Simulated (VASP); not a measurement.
# TaC3 (Cmmm) in VASP: a series of runs

The runs below take TaC3 through single point, relaxation of cell and atoms, with PBE.

Program: VASP 6.6.1. These are calculated values, not measurements. Logs are shortened: lines on timing, memory, paths and dates and some standing lists are left out, and cuts for length are marked.

## (1) The cell of the first run

The structure is orthorhombic, space group Cmmm (No. 65). Conventional cell: a = 4.438 Å, b = 5.541 Å, c = 2.994 Å, α = 90.00°, β = 90.00°, γ = 90.00°. Within 3.0 Å of Ta (site symmetry mmm) lie 12 C at 2.22 to 2.77 Å and 2 Ta at 2.99 Å. C (site symmetry mmm) has 4 Ta at 2.22 to 2.77 Å and 10 C at 2.32 to 2.99 Å within 3.0 Å. C (site symmetry 2/m) has 10 C at 2.22 to 2.99 Å and 4 Ta at 2.32 Å within 3.0 Å.

The cell was built from a structure type or drawn by symmetry, and may not be a known phase.

## (2) Single point, PBE

The input, INCAR:

```
  PREC = Accurate
  ENCUT = 520
  EDIFF = 1E-6
  ISMEAR = 0
  SIGMA = 0.1
  LREAL = F
  LASPH = T
  NELM = 80
  ALGO = Normal
  ISIF = 2
  LWAVE = F
  LCHARG = T
  GGA = PE
  LELF = T
  LVHAR = T
  NBANDS = 20
```

The input, KPOINTS:

```
regular mesh
0
Gamma
  4 4 6
```

The input, POSCAR:

```
TaC3
1.0
    2.2191109440     -2.7703144292      0.0000000000
    2.2191109440      2.7703144292      0.0000000000
    0.0000000000      0.0000000000      2.9938522166
Ta C
1 3
Direct
    0.0000000000      0.0000000000      0.0000000000
    0.5000000000      0.5000000000      0.0000000000
    0.0000000000      0.5000000000      0.5000000000
    0.5000000000      0.0000000000      0.5000000000
```

Potentials or basis: VASP PAW PBE potentials, release 64 (Ta_pv, C).

Run with:

```bash
$ cat potpaw_PBE.64/Ta_pv/POTCAR potpaw_PBE.64/C/POTCAR > POTCAR
$ mpirun -np 1 vasp_std > vasp.out
```

OUTCAR:

```text
PREC = Accurate
   ENCUT = 520
   EDIFF = 1E-6
   ISMEAR = 0
   LREAL = F
   LASPH = T
   NELM = 80
   ISIF = 2
   GGA = PE

 ion  position               nearest neighbor table
   1  0.000  0.000  0.000-   2 2.22   2 2.22   4 2.32   3 2.32   4 2.32   3 2.32   3 2.32   4 2.32
                             4 2.32   3 2.32   2 2.77   2 2.77
   2  0.500  0.500  0.000-   1 2.22   1 2.22   1 2.77   1 2.77
   3  0.000  0.500  0.500-   1 2.32   1 2.32   1 2.32   1 2.32
   4  0.500  0.000  0.500-   1 2.32   1 2.32   1 2.32   1 2.32

  LATTYP: Found a base centered orthorhombic cell.
 ALAT       =     4.4382218880
 B/A-ratio  =     1.2483893321
 C/A-ratio  =     0.6745611851

  Lattice vectors:

 A1 = (   2.2191109440,  -2.7703144292,   0.0000000000)
 A2 = (   2.2191109440,   2.7703144292,   0.0000000000)
 A3 = (   0.0000000000,   0.0000000000,   2.9938522166)

Analysis of symmetry for initial positions (statically):
=====================================================================
 Subroutine PRICEL returns:
 Original cell was already a primitive cell.

 Routine SETGRP: Setting up the symmetry group for a
 base centered orthorhombic supercell.

 Subroutine GETGRP returns: Found  8 space group operations
 (whereof  8 operations were pure point group operations)
 out of a pool of  8 trial point group operations.

The static configuration has the point symmetry D_2h.

Analysis of symmetry for dynamics (positions and initial velocities):
=====================================================================
 Subroutine PRICEL returns:
 Original cell was already a primitive cell.

 Routine SETGRP: Setting up the symmetry group for a
 base centered orthorhombic supercell.

 Subroutine GETGRP returns: Found  8 space group operations
 (whereof  8 operations were pure point group operations)
 out of a pool of  8 trial point group operations.

The dynamic configuration has the point symmetry D_2h.

 Subroutine INISYM returns: Found  8 space group operations
 (whereof  8 operations are pure point group operations),
 and found     1 'primitive' translations

----------------------------------------------------------------------------------------

                                     Primitive cell

  volume of cell :      36.8102

  direct lattice vectors                    reciprocal lattice vectors
     2.219110944 -2.770314429  0.000000000     0.225315459 -0.180484928  0.000000000
     2.219110944  2.770314429  0.000000000     0.225315459  0.180484928  0.000000000
     0.000000000  0.000000000  2.993852217     0.000000000  0.000000000  0.334017823

  length of vectors
     3.549520449  3.549520449  2.993852217     0.288689912  0.288689912  0.334017823

  position of ions in fractional coordinates (direct lattice)
     0.000000000  0.000000000  0.000000000
     0.500000000  0.500000000  0.000000000
     0.000000000  0.500000000  0.500000000
     0.500000000  0.000000000  0.500000000

  ion indices of the primitive-cell ions
   primitive index   ion index
                 1           1
                 2           2
                 3           3
                 4           4

----------------------------------------------------------------------------------------

 KPOINTS: regular mesh

Automatic generation of k-mesh.
 Grid dimensions read from file:
 generate k-points for:    4    4    6

 Generating k-lattice:

  Cartesian coordinates                     Fractional coordinates (reciprocal lattice)
     0.056328865 -0.045121232  0.000000000     0.250000000  0.000000000  0.000000000
     0.056328865  0.045121232  0.000000000     0.000000000  0.250000000  0.000000000
     0.000000000  0.000000000  0.055669637     0.000000000  0.000000000  0.166666667

  Length of vectors
     0.072172478  0.072172478  0.055669637

  Shift w.r.t. Gamma in fractional coordinates (k-lattice)
     0.000000000  0.000000000  0.000000000

 Subroutine IBZKPT returns following result:
 ===========================================

 Found     28 irreducible k-points:

 Following reciprocal coordinates:
            Coordinates               Weight
  0.000000  0.000000  0.000000      1.000000
  0.250000  0.000000  0.000000      4.000000
  0.500000  0.000000  0.000000      2.000000
  0.250000  0.250000  0.000000      2.000000
  0.500000  0.250000  0.000000      4.000000
 -0.250000  0.250000  0.000000      2.000000
[... 16 lines left out ...]
  0.250000  0.000000  0.500000      4.000000
  0.500000  0.000000  0.500000      2.000000
 [... further k-points ...]
   k-points           NKPTS =     28   k-points in BZ     NKDIM =     28   number of bands    NBANDS=     20
   number of dos      NEDOS =    301   number of ions     NIONS =      4
   total plane-waves  NPLWV =  18816
   dimension x,y,z NGX =    28 NGY =   28 NGZ =   24
   dimension x,y,z NGXF=    56 NGYF=   56 NGZF=   48
   ions per type =               1   3
   NGX,Y,Z   is equivalent  to a cutoff of  13.11, 13.11, 13.33 a.u.
   NGXF,Y,Z  is equivalent  to a cutoff of  26.23, 26.23, 26.65 a.u.
 SYSTEM =  unknown system
   PREC   = accura    normal or accurate (medium, high low for compatibility)
   ISTART =      0    job   : 0-new  1-cont  2-samecut
   ICHARG =      2    charge: 1-file 2-atom 10-const
   ISPIN  =      1    spin polarized calculation?
   LNONCOLLINEAR =      F non collinear calculations
   LSORBIT =      F    spin-orbit coupling
   LASPH  =      T    aspherical Exc in radial PAW
   ENCUT  =  520.0 eV  38.22 Ry    6.18 a.u.   6.60  6.60  5.57*2*pi/ulx,y,z
   NELM   =     80;   NELMIN=  2; NELMDL= -5     # of ELM steps
   EDIFF  = 0.1E-05   stopping-criterion for ELM
   LREAL  =      F    real-space projection
[... 7 lines left out ...]
   TEBEG  =    0.0;   TEEND  =   0.0 temperature during run
   PSTRESS=    0.0 pullay stress
   NELECT =      23.0000    total number of electrons
   NUPDOWN=      -1.0000    fix difference up-down
   EMIN   =  10.00;   EMAX   =-10.00  energy-range for DOS
   EFERMI =   0.00;   METHOD = LEGACY
   ISMEAR =     0;   SIGMA  =   0.10  broadening in eV -4-tet -1-fermi 0-gaus
   EFERMI_NEDOS =   21; number of points for ismear=-14 and -15
   IALGO  =     38    algorithm
   IMIX   =      4    mixing-type and parameters
     AMIX     =   0.40;   BMIX     =  1.00
     AMIX_MAG =   1.60;   BMIX_MAG =  1.00
  volume/ion in A,a.u.               =       9.20        62.10
  Fermi-wavevector in a.u.,A,eV,Ry     =   1.399570  2.644804 26.651041  1.958796
  Thomas-Fermi vector in A             =   2.522616
   LORBIT       =      0    0 simple, 1 ext, 2 COOP (PROOUT), +10 PAW based schemes
   GGA     = PE    functional components
   LHFCALC =     F    Hartree Fock is set to
   AEXX    =    0.0000 exact exchange contribution
   IVDW    =     0    specifies the selected vdW correction
   LEPSILON=     F    determine dielectric tensor
   LRPA    =     F    only Hartree local field effects (RPA)
 non-spin polarized calculation
 Gauss-broadening in eV      SIGMA  =   0.10
  energy-cutoff  :      520.00
  volume of cell :       36.81
 maximum number of plane-waves:      1012
 NGX is ok and might be reduce to    28
   NGX = 13   NGY = 13   NGZ = 11

 number of electron      22.9999999 magnetization

 Free energy of the ion-electron system (eV)
  ---------------------------------------------------
  ext. energy  EPLUGINS =         0.00000000
  ---------------------------------------------------
  free energy    TOTEN  =       -31.71023081 eV

  energy without entropy =      -31.70301784  energy(sigma->0) =      -31.70662433

 E-fermi :   7.6026     XC(G=0): -12.9627

 val. band max:        7.5898105158   @ k =   0.5000   0.0000   0.3333
 cond. band min:       7.6202751186   @ k =   0.2500   0.2500   0.0000
 fundamental gap:      0.0304646029
 Fermi energy:         7.6025606162

 k-point     1 :       0.0000    0.0000    0.0000
  band No.  band energies     occupation
      1     -27.5035      2.00000
      2     -27.3686      2.00000
      3     -27.1971      2.00000
      4      -8.5973      2.00000
      5      -1.4264      2.00000
      6      -0.2497      2.00000
[... 12 lines left out ...]
     19      11.8855      0.00000
     20      13.6632      0.00000

 k-point     2 :       0.2500    0.0000    0.0000
  band No.  band energies     occupation
      1     -27.5495      2.00000
      2     -27.3878      2.00000
      3     -27.1902      2.00000
      4      -7.7851      2.00000
      5      -3.0254      2.00000
      6      -0.0373      2.00000
[... 12 lines left out ...]
     19      13.0321      0.00000
     20      14.2563      0.00000

 k-point     3 :       0.5000    0.0000    0.0000
  band No.  band energies     occupation
      1     -27.6067      2.00000
      2     -27.3945      2.00000
      3     -27.1833      2.00000
      4      -5.8494      2.00000
      5      -5.4873      2.00000
      6       1.0031      2.00000
[... 12 lines left out ...]
     19      15.5419      0.00000
     20      16.3924      0.00000

 k-point     4 :       0.2500    0.2500    0.0000
  band No.  band energies     occupation
      1     -27.5766      2.00000
      2     -27.4253      2.00000
      3     -27.1833      2.00000
      4      -6.7083      2.00000
      5      -3.6078      2.00000
      6      -1.8588      2.00000
[... 12 lines left out ...]
     19      13.9100      0.00000
     20      15.4811      0.00000

 k-point     5 :       0.5000    0.2500    0.0000
  band No.  band energies     occupation
      1     -27.6219      2.00000
      2     -27.4333      2.00000
      3     -27.1772      2.00000
      4      -5.7870      2.00000
      5      -4.5218      2.00000
      6      -1.7635      2.00000
[... 12 lines left out ...]
     19      15.0879      0.00000
     20      15.5047      0.00000
[... 353 lines left out ...]
      6      -1.8606      2.00000
[... 12 lines left out ...]
     19      13.3693      0.00000
     20      13.4445      0.00000

 k-point    22 :       0.0000    0.0000    0.5000
  band No.  band energies     occupation
      1     -27.7864      2.00000
      2     -27.4252      2.00000
      3     -27.2967      2.00000
      4      -4.9677      2.00000
      5      -4.8076      2.00000
      6       0.9115      2.00000
[... 12 lines left out ...]
     19      16.9470      0.00000
     20      16.9597      0.00000

 k-point    23 :       0.2500    0.0000    0.5000
  band No.  band energies     occupation
      1     -27.7754      2.00000
      2     -27.4669      2.00000
      3     -27.3141      2.00000
      4      -4.8168      2.00000
      5      -3.9960      2.00000
      6      -1.4113      2.00000
[... 12 lines left out ...]
     19      15.2155      0.00000
     20      16.9498      0.00000

 k-point    24 :       0.5000    0.0000    0.5000
  band No.  band energies     occupation
      1     -27.7643      2.00000
      2     -27.5185      2.00000
      3     -27.3208      2.00000
      4      -4.5972      2.00000
      5      -2.6038      2.00000
      6      -2.4706      2.00000
[... 12 lines left out ...]
     19      16.9459      0.00000
     20      16.9502      0.00000

 [... further k-points ...]
[... 5 lines left out ...]
  --------------------------------------------------------------------------------------
  -------------------------------------------------------------------------------------
  Total        0.1828831      0.1272428      0.1251572     -0.0000000      0.0000000      0.0000000
  in kB        7.9600479      5.5382864      5.4475085     -0.0000000      0.0000000      0.0000000
  external PRESSURE =       6.3152809 kB  Pullay stress =       0.0000000 kB

 VOLUME and BASIS-vectors are now :
 -----------------------------------------------------------------------------
  energy-cutoff  :      520.00
  volume of cell :       36.81
      direct lattice vectors                 reciprocal lattice vectors
     2.219110944 -2.770314429  0.000000000     0.225315459 -0.180484928  0.000000000
     2.219110944  2.770314429  0.000000000     0.225315459  0.180484928  0.000000000
     0.000000000  0.000000000  2.993852217     0.000000000  0.000000000  0.334017823

 POSITION                                       TOTAL-FORCE (eV/Angst)
 -----------------------------------------------------------------------------------
      0.00000      0.00000      0.00000         0.000000      0.000000      0.000000
      2.21911      0.00000      0.00000        -0.000000     -0.000000      0.000000
      1.10956      1.38516      1.49693        -0.000000     -0.000000      0.000000
      1.10956     -1.38516      1.49693        -0.000000     -0.000000      0.000000
 -----------------------------------------------------------------------------------
    total drift:                               -0.000000      0.000000      0.000000

  FREE ENERGIE OF THE ION-ELECTRON SYSTEM (eV)
  ---------------------------------------------------
  free  energy   TOTEN  =       -31.7102308134 eV

  energy  without entropy=      -31.7030178373  energy(sigma->0) =      -31.70662433
```

It took 7.9 s on 1 thread of Intel Xeon 6975P-C (Granite Rapids), shared host; peak memory 0.15 GiB.

Results:

- Free energy: -31.7102 eV
- Pressure: 0.6 GPa
- Band gap on the k mesh: zero (an odd number of electrons rules out a gap without spin polarisation)

Caveat: the k points lie up to 0.45 Å⁻¹ apart, too coarse for converged energies and pressures of a metal; spin-orbit coupling is left out, which moves the levels of the heavy elements.

## (3) Single point, PBE

This run uses another cell than the first one, of 12.28 Å³/atom.

The input, INCAR:

```
  PREC = Accurate
  ENCUT = 520
  EDIFF = 1E-7
  ISMEAR = 0
  SIGMA = 0.1
  LREAL = False
  LASPH = True
  NELM = 100
  ALGO = Normal
  ISIF = 2
  LWAVE = False
  LCHARG = False
  GGA = PE
  NBANDS = 20
```

KPOINTS is that of step 2.

The input, POSCAR:

```
TaC3
1.0
    2.6374580500     -3.5928194000      0.0000000000
    2.6374580500      3.5928194000      0.0000000000
    0.0000000000      0.0000000000      2.5908144200
Ta C
1 3
Direct
    0.0000000000      0.0000000000      0.0000000000
    0.5000000000      0.5000000000      0.0000000000
    0.0000000000      0.5000000000      0.5000000000
    0.5000000000      0.0000000000      0.5000000000
```

Potentials or basis: VASP PAW PBE potentials, release 64 (Ta_pv, C).

Run with:

```bash
$ cat potpaw_PBE.64/Ta_pv/POTCAR potpaw_PBE.64/C/POTCAR > POTCAR
$ mpirun -np 1 vasp_std > vasp.out
```

OUTCAR:

```text
PREC = Accurate
   ENCUT = 520
   EDIFF = 1E-7
   ISMEAR = 0
   LREAL = False
   LASPH = True
   NELM = 100
   ISIF = 2
   GGA = PE

 ion  position               nearest neighbor table
   1  0.000  0.000  0.000-   3 2.58   4 2.58   3 2.58   4 2.58   3 2.58   3 2.58   4 2.58   4 2.58
                             2 2.64   2 2.64
   2  0.500  0.500  0.000-   1 2.64   1 2.64
   3  0.000  0.500  0.500-   1 2.58   1 2.58   1 2.58   1 2.58
   4  0.500  0.000  0.500-   1 2.58   1 2.58   1 2.58   1 2.58

  LATTYP: Found a base centered orthorhombic cell.
 ALAT       =     5.2749161000
 B/A-ratio  =     1.3622280741
 C/A-ratio  =     0.4911574650

  Lattice vectors:

 A1 = (   2.6374580500,  -3.5928194000,   0.0000000000)
 A2 = (   2.6374580500,   3.5928194000,   0.0000000000)
 A3 = (   0.0000000000,   0.0000000000,   2.5908144200)

Analysis of symmetry for initial positions (statically):
=====================================================================
 Subroutine PRICEL returns:
 Original cell was already a primitive cell.
[... 168 lines left out ...]
  ---------------------------------------------------
  ext. energy  EPLUGINS =         0.00000000
  ---------------------------------------------------
  free energy    TOTEN  =       -28.08989091 eV

  energy without entropy =      -28.07977702  energy(sigma->0) =      -28.08483397

 E-fermi :   4.7006     XC(G=0): -11.5486

 val. band max:        4.6978548353   @ k =   0.2500   0.0000   0.3333
 cond. band min:       4.7085775625   @ k =   0.0000   0.0000   0.5000
 fundamental gap:      0.0107227272
 Fermi energy:         4.7005861155

 k-point     1 :       0.0000    0.0000    0.0000
  band No.  band energies     occupation
      1     -30.7569      2.00000
      2     -30.7405      2.00000
      3     -29.7582      2.00000
      4      -8.9763      2.00000
      5      -5.1776      2.00000
      6      -3.3329      2.00000
[... 541 lines left out ...]
     19       9.9756      0.00000
     20      11.2122      0.00000

 [... further k-points ...]
[... 5 lines left out ...]
  --------------------------------------------------------------------------------------
  -------------------------------------------------------------------------------------
  Total      -13.6804245    -14.2010664     -2.4214142      0.0000000      0.0000000      0.0000000
  in kB     -446.3986852   -463.3874748    -79.0118835      0.0000000      0.0000000      0.0000000
  external PRESSURE =    -329.5993478 kB  Pullay stress =       0.0000000 kB

 VOLUME and BASIS-vectors are now :
 -----------------------------------------------------------------------------
  energy-cutoff  :      520.00
  volume of cell :       49.10
      direct lattice vectors                 reciprocal lattice vectors
     2.637458050 -3.592819400  0.000000000     0.189576475 -0.139166472  0.000000000
     2.637458050  3.592819400  0.000000000     0.189576475  0.139166472  0.000000000
     0.000000000  0.000000000  2.590814420     0.000000000  0.000000000  0.385979016

 POSITION                                       TOTAL-FORCE (eV/Angst)
 -----------------------------------------------------------------------------------
      0.00000      0.00000      0.00000        -0.000000      0.000000      0.000000
      2.63746      0.00000      0.00000        -0.000000     -0.000000      0.000000
      1.31873      1.79641      1.29541        -0.000000      0.000000      0.000000
      1.31873     -1.79641      1.29541         0.000000      0.000000      0.000000
 -----------------------------------------------------------------------------------
    total drift:                               -0.000000      0.000000      0.000000

  FREE ENERGIE OF THE ION-ELECTRON SYSTEM (eV)
  ---------------------------------------------------
  free  energy   TOTEN  =       -28.0898909118 eV

  energy  without entropy=      -28.0797770187  energy(sigma->0) =      -28.08483397
```

OSZICAR:

```text
N       E                     dE             d eps       ncg     rms          rms(c)
DAV:   1     0.126449096558E+03    0.12645E+03   -0.11262E+04  1120   0.106E+03
DAV:   2    -0.234676277269E+02   -0.14992E+03   -0.14511E+03  1424   0.277E+02
DAV:   3    -0.299325350941E+02   -0.64649E+01   -0.63216E+01  1376   0.497E+01
DAV:   4    -0.300232336968E+02   -0.90699E-01   -0.90328E-01  1324   0.610E+00
DAV:   5    -0.300242196924E+02   -0.98600E-03   -0.98524E-03  1292   0.595E-01    0.145E+01
DAV:   6    -0.285870733007E+02    0.14371E+01   -0.13485E+01  1268   0.164E+01    0.642E+00
DAV:   7    -0.281673054802E+02    0.41977E+00   -0.16917E+00  1280   0.634E+00    0.468E+00
DAV:   8    -0.281216059728E+02    0.45700E-01   -0.43242E-01  1272   0.392E+00    0.115E+00
DAV:   9    -0.280909360019E+02    0.30670E-01   -0.10065E-01  1360   0.134E+00    0.534E-01
DAV:  10    -0.280898260226E+02    0.11100E-02   -0.11081E-02  1244   0.548E-01    0.266E-01
DAV:  11    -0.280898918098E+02   -0.65787E-04   -0.80417E-04  1364   0.200E-01    0.237E-02
DAV:  12    -0.280898909283E+02    0.88147E-06   -0.20682E-05  1252   0.312E-02    0.128E-02
DAV:  13    -0.280898908705E+02    0.57745E-07   -0.20639E-06  1384   0.100E-02    0.301E-03
DAV:  14    -0.280898909118E+02   -0.41286E-07   -0.46707E-07  1040   0.334E-03
   1 F= -.28089891E+02 E0= -.28084834E+02  d E =-.101139E-01
```

Wall time 9.9 s (1 thread of Intel Xeon 6975P-C (Granite Rapids), shared host); peak memory 0.17 GiB.

Results:

| Property | Result |
| --- | --- |
| Free energy | -28.0899 eV |
| Pressure | -33.0 GPa |
| Band gap on the k mesh | zero (an odd number of electrons rules out a gap without spin polarisation) |

Caveat: the k points lie up to 0.40 Å⁻¹ apart, too coarse for converged energies and pressures of a metal; spin-orbit coupling is left out, which moves the levels of the heavy elements.

(Part 1 of 2 ends here.)
